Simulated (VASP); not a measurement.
Input of a VASP 6.6.1 run:

INCAR

```
ALGO = Normal
EDIFF = 1E-7
ENCUT = 520
GGA = PE
ISIF = 2
ISMEAR = 0
ISPIN = 2
LASPH = T
LCHARG = F
LORBIT = 11
LREAL = F
LWAVE = F
MAGMOM = 1 1 1 1 1 1 1 1
NBANDS = 30
NELM = 150
PREC = Accurate
SIGMA = 0.1
```

File KPOINTS:

```
k-points
0
Gamma
  4 8 4
```

File POSCAR:

```
C
1.0
    3.8478814600      0.0000000000      0.0000000000
    0.0000000000      2.1313070800      0.0000000000
    0.0000000000      0.0000000000      4.2870968500
C
8
Direct
    0.3808429800      0.2315920000      0.1153740000
    0.8808429800      0.7684080000      0.3846260000
    0.6191570200      0.2315920000      0.3846260000
    0.1191570200      0.2315920000      0.6153740000
    0.1191570200      0.7684080000      0.1153740000
    0.8808429800      0.2315920000      0.8846260000
    0.3808429800      0.7684080000      0.6153740000
    0.6191570200      0.7684080000      0.8846260000
```

Potentials or basis: VASP PAW PBE potentials, release 64 (C).

The run is started by

```bash
$ cat potpaw_PBE.64/C/POTCAR > POTCAR
$ mpirun -np 1 vasp_std > vasp.out
```

Question: Estimate the largest force.

Answer: 2.915 eV/Å.

Question: Predict the net moment.

Answer: 0.00 μB per cell.

Forces in eV/Å, atoms in the order of the input:
```
C    2.392  0.529  1.580
C    2.392 -0.529 -1.580
C   -2.392  0.529 -1.580
C   -2.392  0.529  1.580
C   -2.392 -0.529  1.580
C    2.392  0.529 -1.580
C    2.392 -0.529  1.580
C   -2.392 -0.529 -1.580
```

Caveat: the k points lie up to 0.41 Å⁻¹ apart, too coarse for converged energies and pressures of a metal; forces of over 1 eV/Å act on the atoms, so gaps and moduli don't describe the material at rest.
